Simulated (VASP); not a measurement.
# Sn2PbO3 in VASP: further runs

Sn2PbO3 is run at these levels: PBE; tasks: single point.

All numbers are computed with VASP 6.6.1; they aren't measurements. Logs are shortened: lines on timing, memory, paths and dates and some standing lists are left out, and cuts for length are marked.

## 1. The cell of the first run

It takes space group P4/nmm (No. 129, tetragonal). The conventional cell has a = 3.924 Å, b = 3.924 Å, c = 15.903 Å, α = 90.00°, β = 90.00°, γ = 90.00°. Within 3.0 Å of Sn (site symmetry 4mm) lie 4 O at 2.27 Å. Within 3.0 Å of Sn (site symmetry 4mm) lie 4 O at 2.27 Å. Within 3.1 Å of Pb (site symmetry 4mm) lie 4 O at 2.32 Å. O (site symmetry 2mm) has 2 Sn at 2.27 Å and 2 Pb at 2.32 Å and 4 O at 2.77 Å within 3.0 Å. O (site symmetry -4m2) has 4 Sn at 2.27 Å and 4 O at 2.77 Å within 3.0 Å.

## 2. Single point, PBE

INCAR

```
SYSTEM = Sn2PbO3
PREC     = Accurate       ! precision mode
ENCUT    = 520            ! plane-wave cutoff, eV
EDIFF    = 1E-6           ! SCF threshold, eV
ISMEAR   = 0              ! smearing method
SIGMA    = 0.1            ! smearing width, eV
LREAL    = .False.        ! projectors in reciprocal space
LASPH    = .True.         ! aspherical terms in the spheres
NELM     = 100            ! most SCF steps
ALGO     = Normal         ! electronic algorithm
ISIF     = 2              ! what is computed and relaxed
LWAVE    = .False.        ! write WAVECAR
LCHARG   = .False.        ! write CHGCAR
GGA      = PE             ! functional
NBANDS   = 72             ! bands
```

KPOINTS

```
regular mesh
0
Gamma
  4 4 1
  0 0 0
```

POSCAR

```
Sn2PbO3
1.0
    3.9238350161      0.0000000000      0.0000000000
    0.0000000000      3.9238350161      0.0000000000
    0.0000000000      0.0000000000     15.9030757944
Sn Pb O
4 2 6
Direct
    0.0000000000      0.5000000000      0.0719113871
    0.0000000000      0.5000000000      0.4124413877
    0.5000000000      0.0000000000      0.9280886129
    0.5000000000      1.0000000000      0.5875586123
    0.0000000000      0.5000000000      0.7372988460
    0.5000000000      1.0000000000      0.2627011540
    0.0000000000      1.0000000000      0.6588898659
    1.0000000000      0.0000000000      1.0000000000
    0.0000000000      0.0000000000      0.3411101341
    0.5000000000      0.5000000000      0.6588898659
    0.5000000000      0.5000000000      0.0000000000
    0.5000000000      0.5000000000      0.3411101341
```

Potentials or basis: VASP PAW PBE potentials, release 64 (Sn_d, Pb_d, O).

Launch:

```console
$ cat potpaw_PBE.64/Sn_d/POTCAR potpaw_PBE.64/Pb_d/POTCAR potpaw_PBE.64/O/POTCAR > POTCAR
$ mpirun -np 1 vasp_std > vasp.out
```

OUTCAR:

```text
SYSTEM = Sn2PbO3
   PREC = Accurate
   ENCUT = 520
   EDIFF = 1E-6
   ISMEAR = 0
   LREAL = .False.
   LASPH = .True.
   NELM = 100
   ISIF = 2
   GGA = PE

 ion  position               nearest neighbor table
   1  0.000  0.500  0.072-   8 2.27  11 2.27   8 2.27  11 2.27   3 3.60   3 3.60   3 3.60   3 3.60

   2  0.000  0.500  0.412-   9 2.27  12 2.27   9 2.27  12 2.27   6 3.66   6 3.66   6 3.66   6 3.66

   3  0.500  0.000  0.928-   8 2.27  11 2.27  11 2.27   8 2.27   1 3.60   1 3.60   1 3.60   1 3.60

   4  0.500  0.000  0.588-   7 2.27  10 2.27  10 2.27   7 2.27   5 3.66   5 3.66   5 3.66   5 3.66

   5  0.000  0.500  0.737-   7 2.32  10 2.32   7 2.32  10 2.32   4 3.66   4 3.66   4 3.66   4 3.66

   6  0.500  0.000  0.263-   9 2.32  12 2.32  12 2.32   9 2.32   2 3.66   2 3.66   2 3.66   2 3.66

   7  0.000  0.000  0.659-   4 2.27   4 2.27   5 2.32   5 2.32
   8  0.000  0.000  0.000-   1 2.27   3 2.27   1 2.27   3 2.27
   9  0.000  0.000  0.341-   2 2.27   2 2.27   6 2.32   6 2.32
  10  0.500  0.500  0.659-   4 2.27   4 2.27   5 2.32   5 2.32
  11  0.500  0.500  0.000-   1 2.27   3 2.27   3 2.27   1 2.27
  12  0.500  0.500  0.341-   2 2.27   2 2.27   6 2.32   6 2.32

  LATTYP: Found a simple tetragonal cell.
 ALAT       =     3.9238350161
 C/A-ratio  =     4.0529420144

  Lattice vectors:

 A1 = (   3.9238350161,   0.0000000000,   0.0000000000)
 A2 = (   0.0000000000,   3.9238350161,   0.0000000000)
 A3 = (   0.0000000000,   0.0000000000,  15.9030757944)

Analysis of symmetry for initial positions (statically):
=====================================================================
 Subroutine PRICEL returns:
 Original cell was already a primitive cell.

 Routine SETGRP: Setting up the symmetry group for a
 simple tetragonal supercell.

 Subroutine GETGRP returns: Found 16 space group operations
 (whereof  8 operations were pure point group operations)
 out of a pool of 16 trial point group operations.

The static configuration has the point symmetry D_2d.
 The point group associated with its full space group is D_4h.

Analysis of symmetry for dynamics (positions and initial velocities):
=====================================================================
 Subroutine PRICEL returns:
 Original cell was already a primitive cell.

 Routine SETGRP: Setting up the symmetry group for a
 simple tetragonal supercell.

 Subroutine GETGRP returns: Found 16 space group operations
 (whereof  8 operations were pure point group operations)
 out of a pool of 16 trial point group operations.

The dynamic configuration has the point symmetry D_2d.
 The point group associated with its full space group is D_4h.

 Subroutine INISYM returns: Found 16 space group operations
 (whereof  8 operations are pure point group operations),
 and found     1 'primitive' translations

----------------------------------------------------------------------------------------

                                     Primitive cell

  volume of cell :     244.8514

  direct lattice vectors                    reciprocal lattice vectors
     3.923835016  0.000000000  0.000000000     0.254852713  0.000000000  0.000000000
     0.000000000  3.923835016  0.000000000     0.000000000  0.254852713  0.000000000
     0.000000000  0.000000000 15.903075794     0.000000000  0.000000000  0.062880918

  length of vectors
     3.923835016  3.923835016 15.903075794     0.254852713  0.254852713  0.062880918

  position of ions in fractional coordinates (direct lattice)
     0.000000000  0.500000000  0.071911387
     0.000000000  0.500000000  0.412441388
     0.500000000  0.000000000  0.928088613
     0.500000000  0.000000000  0.587558612
     0.000000000  0.500000000  0.737298846
     0.500000000  0.000000000  0.262701154
     0.000000000  0.000000000  0.658889866
     0.000000000  0.000000000  0.000000000
     0.000000000  0.000000000  0.341110134
     0.500000000  0.500000000  0.658889866
     0.500000000  0.500000000  0.000000000
     0.500000000  0.500000000  0.341110134

  ion indices of the primitive-cell ions
   primitive index   ion index
                 1           1
                 2           2
                 3           3
                 4           4
                 5           5
                 6           6
                 7           7
                 8           8
                 9           9
                10          10
                11          11
                12          12

----------------------------------------------------------------------------------------

 KPOINTS: regular mesh

Automatic generation of k-mesh.
 Grid dimensions read from file:
 generate k-points for:    4    4    1

 Generating k-lattice:

  Cartesian coordinates                     Fractional coordinates (reciprocal lattice)
     0.063713178  0.000000000  0.000000000     0.250000000  0.000000000  0.000000000
     0.000000000  0.063713178  0.000000000     0.000000000  0.250000000  0.000000000
[... 70 lines left out ...]
 non-spin polarized calculation
 Gauss-broadening in eV      SIGMA  =   0.10
  energy-cutoff  :      520.00
  volume of cell :      244.85
 maximum number of plane-waves:      6627
 NGX is ok and might be reduce to    30
   NGX = 15   NGY = 15   NGZ = 59

 number of electron     119.9999960 magnetization

 Free energy of the ion-electron system (eV)
  ---------------------------------------------------
  ext. energy  EPLUGINS =         0.00000000
  ---------------------------------------------------
  free energy    TOTEN  =       -66.82889875 eV

  energy without entropy =      -66.82889874  energy(sigma->0) =      -66.82889875

 E-fermi :   5.7176     XC(G=0):  -9.4931

 val. band max:        5.3427468524   @ k =   0.0000   0.0000   0.0000
 cond. band min:       6.1009879905   @ k =   0.5000   0.5000   0.0000
 fundamental gap:      0.7582411381
 Fermi energy:         5.7175523240

 k-point     1 :       0.0000    0.0000    0.0000
  band No.  band energies     occupation
      1     -16.7873      2.00000
      2     -16.4515      2.00000
      3     -16.4424      2.00000
      4     -16.4424      2.00000
      5     -16.4214      2.00000
      6     -16.4067      2.00000
[... 64 lines left out ...]
     71      10.5253      0.00000
     72      10.5254      0.00000

 k-point     2 :       0.2500    0.0000    0.0000
  band No.  band energies     occupation
      1     -16.7588      2.00000
      2     -16.5141      2.00000
      3     -16.4451      2.00000
      4     -16.4333      2.00000
      5     -16.4327      2.00000
      6     -16.4214      2.00000
[... 64 lines left out ...]
     71      10.6981      0.00000
     72      10.7100      0.00000

 k-point     3 :       0.5000    0.0000    0.0000
  band No.  band energies     occupation
      1     -16.6729      2.00000
      2     -16.6729      2.00000
      3     -16.4455      2.00000
      4     -16.4455      2.00000
      5     -16.4168      2.00000
      6     -16.4168      2.00000
[... 64 lines left out ...]
     71      11.2275      0.00000
     72      11.2555      0.00000

 k-point     4 :       0.2500    0.2500    0.0000
  band No.  band energies     occupation
      1     -16.7421      2.00000
      2     -16.5805      2.00000
      3     -16.4363      2.00000
      4     -16.4336      2.00000
      5     -16.4294      2.00000
      6     -16.4223      2.00000
[... 64 lines left out ...]
     71      10.5347      0.00000
     72      10.6743      0.00000

 k-point     5 :       0.5000    0.2500    0.0000
  band No.  band energies     occupation
      1     -16.6894      2.00000
      2     -16.6894      2.00000
      3     -16.4349      2.00000
      4     -16.4349      2.00000
      5     -16.4174      2.00000
      6     -16.4174      2.00000
[... 64 lines left out ...]
     71      10.3946      0.00000
     72      10.3946      0.00000

 k-point     6 :       0.5000    0.5000    0.0000
  band No.  band energies     occupation
      1     -16.7108      2.00000
      2     -16.7108      2.00000
      3     -16.4328      2.00000
      4     -16.4328      2.00000
      5     -16.4046      2.00000
      6     -16.4046      2.00000
[... 64 lines left out ...]
     71      10.0423      0.00000
     72      10.0457      0.00000

------------------------ aborting loop because EDIFF is reached ----------------------------------------

  FORCE on cell =-STRESS in cart. coord.  units (eV):
  Direction    XX          YY          ZZ          XY          YZ          ZX
  --------------------------------------------------------------------------------------
  -------------------------------------------------------------------------------------
  Total        0.2315874      0.2315874      0.2272695      0.0000000     -0.0000000      0.0000000
  in kB        1.5153844      1.5153844      1.4871306      0.0000000     -0.0000000      0.0000000
  external PRESSURE =       1.5059665 kB  Pullay stress =       0.0000000 kB

 VOLUME and BASIS-vectors are now :
 -----------------------------------------------------------------------------
  energy-cutoff  :      520.00
  volume of cell :      244.85
      direct lattice vectors                 reciprocal lattice vectors
     3.923835016  0.000000000  0.000000000     0.254852713  0.000000000  0.000000000
     0.000000000  3.923835016  0.000000000     0.000000000  0.254852713  0.000000000
     0.000000000  0.000000000 15.903075794     0.000000000  0.000000000  0.062880918

 POSITION                                       TOTAL-FORCE (eV/Angst)
 -----------------------------------------------------------------------------------
      0.00000      1.96192      1.14361        -0.000000     -0.000000      0.055130
      0.00000      1.96192      6.55909        -0.000000     -0.000000      0.068253
      1.96192      0.00000     14.75946         0.000000     -0.000000     -0.055130
      1.96192      0.00000      9.34399        -0.000000     -0.000000     -0.068253
      0.00000      1.96192     11.72532        -0.000000      0.000000      0.035266
      1.96192      0.00000      4.17776         0.000000     -0.000000     -0.035266
      0.00000      0.00000     10.47838         0.000000     -0.000000      0.015949
      0.00000      0.00000      0.00000        -0.000000     -0.000000      0.000000
      0.00000      0.00000      5.42470        -0.000000     -0.000000     -0.015949
      1.96192      1.96192     10.47838        -0.000000     -0.000000      0.015949
      1.96192      1.96192      0.00000        -0.000000      0.000000      0.000000
      1.96192      1.96192      5.42470        -0.000000      0.000000     -0.015949
 -----------------------------------------------------------------------------------
    total drift:                                0.000000      0.000000      0.000000

  FREE ENERGIE OF THE ION-ELECTRON SYSTEM (eV)
  ---------------------------------------------------
  free  energy   TOTEN  =       -66.8288987506 eV

  energy  without entropy=      -66.8288987448  energy(sigma->0) =      -66.82889875
```

Run time: 2.3 min. Hardware: 1 thread of Oxide Virtual Turin-like, shared host; peak memory 0.32 GiB.

Results:

```
Free energy            : -66.8289 eV
Pressure               : 0.2 GPa
Largest force          : 0.068 eV/Å
Band gap on the k mesh : 0.76 eV, indirect (least direct gap 1.23 eV)
```

Forces on the atoms (eV/Å):
```
Sn   0.000  0.000  0.055
Sn   0.000  0.000  0.068
Sn   0.000  0.000 -0.055
Sn   0.000  0.000 -0.068
Pb   0.000  0.000  0.035
Pb   0.000  0.000 -0.035
O    0.000  0.000  0.016
O    0.000  0.000  0.000
O    0.000  0.000 -0.016
O    0.000  0.000  0.016
O    0.000  0.000  0.000
O    0.000  0.000 -0.016
```

Levels at points of the mesh, in eV from the valence-band top:
```tsv
k point	band 56	band 57	band 58	band 59	band 60	band 61	band 62	band 63	band 64	band 65
(0.00, 0.00, 0.00)	-2.08	-2.08	-1.45	-1.03	0.00	1.23	1.36	2.16	3.52	3.52
(0.50, 0.00, 0.00)	-2.27	-1.88	-1.88	-1.09	-1.09	1.96	1.96	2.44	2.44	3.48
(0.50, 0.50, 0.00)	-1.58	-1.37	-1.37	-1.25	-1.25	0.76	0.76	1.94	1.94	2.11
```

Caveat: spin-orbit coupling is left out, which moves the levels of the heavy elements. Expect the measured gap to be larger: semilocal functionals such as PBE lack the derivative discontinuity.

## 3. Single point, PBE

This run uses another cell than the first one, of 20.46 Å³/atom, 1.003 times its volume.

INCAR

```
SYSTEM = Sn2PbO3
PREC = Accurate
ENCUT = 520
EDIFF = 1E-6
ISMEAR = 0
SIGMA = 0.1
LREAL = .FALSE.
LASPH = .TRUE.
NELM = 60
ALGO = Normal
ISIF = 2
LWAVE = .FALSE.
LCHARG = .FALSE.
GGA = PE
NBANDS = 72
```

KPOINTS

```
regular mesh
0
G
  4 4 1
  0 0 0
```

POSCAR

```
Sn2PbO3
1.0
    3.9592702030     -0.0006391229     -0.0009141186
   -0.0011464742      3.8930212361     -0.0058624932
   -0.0042013099     -0.0223967186     15.9299553786
Sn Pb O
4 2 6
Direct
    0.0004666140      0.5019345644      0.0710378692
    0.0000393715      0.4997871110      0.4133709573
    0.5000890556      0.0001359219      0.9276637415
    0.4994669940      0.9990943162      0.5872893795
   -0.0001592441      0.5009115881      0.7366713665
    0.4999399101      0.9981554372      0.2639563419
   -0.0003637704      1.0000235073      0.6573991077
    1.0003785948      0.0008187952      0.9983299482
    0.0001357033     -0.0011186482      0.3410864942
    0.4996780070      0.5001322047      0.6595584217
    0.5002630624      0.5010729284      0.0003897406
    0.5000657021      0.4990522738      0.3432466317
```

Potentials or basis: VASP PAW PBE potentials, release 64 (Sn_d, Pb_d, O).

Launch:

```console
$ cat potpaw_PBE.64/Sn_d/POTCAR potpaw_PBE.64/Pb_d/POTCAR potpaw_PBE.64/O/POTCAR > POTCAR
$ mpirun -np 1 vasp_std > vasp.out
```

Wall time 3.8 min (1 thread of Oxide Virtual Turin-like, shared host); peak memory 0.36 GiB.

It converged, with:

```
Free energy            : -66.8283 eV
Pressure               : 0.1 GPa
Largest force          : 0.077 eV/Å
Band gap on the k mesh : 0.78 eV, indirect (least direct gap 1.22 eV)
```

Forces on the atoms (eV/Å):
```
Sn  -0.001 -0.003  0.077
Sn   0.002  0.000  0.054
Sn   0.001  0.001 -0.070
Sn   0.001  0.002 -0.058
Pb   0.000  0.000  0.040
Pb   0.000  0.000 -0.043
O    0.001 -0.002  0.012
O   -0.002  0.002  0.000
O   -0.002  0.000 -0.012
O   -0.001  0.000  0.012
O    0.001 -0.001  0.000
O   -0.001  0.001 -0.012
```

Stress tensor (GPa, compression positive):
```
0.03 0.03 0.01
0.03 0.11 0.03
0.01 0.03 0.15
```

Levels at points of the mesh, in eV from the valence-band top:
```tsv
k point	band 56	band 57	band 58	band 59	band 60	band 61	band 62	band 63	band 64	band 65
(0.00, 0.00, 0.00)	-2.08	-2.07	-1.45	-1.02	0.00	1.22	1.35	2.17	3.44	3.64
(0.50, 0.00, 0.00)	-2.27	-1.88	-1.88	-1.10	-1.10	1.95	1.97	2.45	2.46	3.52
(0.00, 0.50, 0.00)	-2.23	-1.87	-1.85	-1.09	-1.07	1.93	1.95	2.41	2.43	3.46
(0.50, 0.50, 0.00)	-1.58	-1.37	-1.37	-1.25	-1.24	0.78	0.78	1.96	1.96	2.10
```

Caveat: spin-orbit coupling is left out, which moves the levels of the heavy elements. A k mesh can miss the band edges.

## 4. Single point, PBE

This run uses another cell than the first one, of 19.05 Å³/atom, 0.934 times its volume.

Edit INCAR of step 3 so:

```diff
@@ -8,3 +8,3 @@
 LASPH = .TRUE.
-NELM = 60
+NELM = 100
 ALGO = Normal
```

KPOINTS

```
regular mesh
0
G
  4 4 2
  0 0 0
```

POSCAR

```
Sn2PbO3
1.0
    3.9131173400      0.0000000000      0.0000000000
    0.0000000000      3.9131173400      0.0000000000
    0.0000000000      0.0000000000     14.9320108600
Sn Pb O
4 2 6
Direct
    0.0000000000      0.5000000000      0.0795000000
    0.0000000000      0.5000000000      0.4128333300
    0.5000000000      0.0000000000      0.9205000000
    0.5000000000      0.0000000000      0.5871666700
    0.0000000000      0.5000000000      0.7461666700
    0.5000000000      0.0000000000      0.2538333300
    0.0000000000      0.0000000000      0.6666666700
    0.0000000000      0.0000000000      0.0000000000
    0.0000000000      0.0000000000      0.3333333300
    0.5000000000      0.5000000000      0.6666666700
    0.5000000000      0.5000000000      0.0000000000
    0.5000000000      0.5000000000      0.3333333300
```

Launch:

```console
$ cat potpaw_PBE.64/Sn_d/POTCAR potpaw_PBE.64/Pb_d/POTCAR potpaw_PBE.64/O/POTCAR > POTCAR
$ mpirun -np 1 vasp_std > vasp.out
```

It took 4.9 min on 1 thread of Oxide Virtual Turin-like, shared host; peak memory 0.36 GiB.

The run converged. Its results:

| Property | Result |
| --- | --- |
| Free energy | -66.6439 eV |
| Pressure | 0.7 GPa |
| Largest force | 0.741 eV/Å |
| Band gap on the k mesh | 0.45 eV, indirect (least direct gap 1.61 eV) |

Forces in eV/Å, atoms in the order of the input:
```
Sn   0.000  0.000 -0.741
Sn   0.000  0.000 -0.581
Sn   0.000  0.000  0.741
Sn   0.000  0.000  0.581
Pb   0.000  0.000  0.712
Pb   0.000  0.000 -0.712
O    0.000  0.000 -0.704
O    0.000  0.000  0.000
O    0.000  0.000  0.704
O    0.000  0.000 -0.704
O    0.000  0.000  0.000
O    0.000  0.000  0.704
```

Stress tensor (GPa, compression positive):
```
0.83 0.00 0.00
0.00 0.83 0.00
0.00 0.00 0.42
```

Levels at points of the mesh, in eV from the valence-band top:
| k point | band 57 | band 58 | band 59 | band 60 | band 61 | band 62 | band 63 | band 64 |
| --- | --- | --- | --- | --- | --- | --- | --- | --- |
| (0.00, 0.00, 0.00) | -2.23 | -1.17 | -1.03 | 0.00 | 1.61 | 1.71 | 2.16 | 3.33 |
| (0.50, 0.00, 0.00) | -1.77 | -1.77 | -1.41 | -1.41 | 2.41 | 2.41 | 2.92 | 2.92 |
| (0.50, 0.50, 0.00) | -1.64 | -1.64 | -1.53 | -1.53 | 0.45 | 0.45 | 1.83 | 1.83 |
| (0.00, 0.00, 0.50) | -2.23 | -1.70 | -0.55 | -0.07 | 1.65 | 1.71 | 2.09 | 3.21 |
| (0.50, 0.00, 0.50) | -1.96 | -1.96 | -1.35 | -1.35 | 2.40 | 2.40 | 2.96 | 2.96 |
| (0.50, 0.50, 0.50) | -1.67 | -1.67 | -1.53 | -1.53 | 0.71 | 0.71 | 1.01 | 1.01 |

Caveat: spin-orbit coupling is left out, which moves the levels of the heavy elements. Expect the measured gap to be larger: semilocal functionals such as PBE lack the derivative discontinuity.

## 5. The runs side by side

| cell | k mesh | gap on the mesh (eV) | pressure (GPa) | largest force (eV/Å) |
| --- | --- | --- | --- | --- |
| a = 3.924, b = 3.924, c = 15.903 Å, 12 atoms | 4 × 4 × 1 | 0.76 | 0.2 | 0.07 |
| a = 3.959, b = 3.893, c = 15.930 Å, angles 90.2, 90.0, 90.0°, 12 atoms | 4 × 4 × 1 | 0.78 | 0.1 | 0.08 |
| a = 3.913, b = 3.913, c = 14.932 Å, 12 atoms | 4 × 4 × 2 | 0.45 | 0.7 | 0.74 |

Alike in all rows: task single point; level PBE; potentials or basis VASP PAW PBE potentials, release 64 (Sn_d, Pb_d, O); no spin polarisation; cutoff (eV) 520; smearing gaussian 0.1 eV.

Caveats: spin-orbit coupling is left out, which moves the levels of the heavy elements.

Total energies depend on the potentials used, so only differences within one code and one set of settings carry meaning.
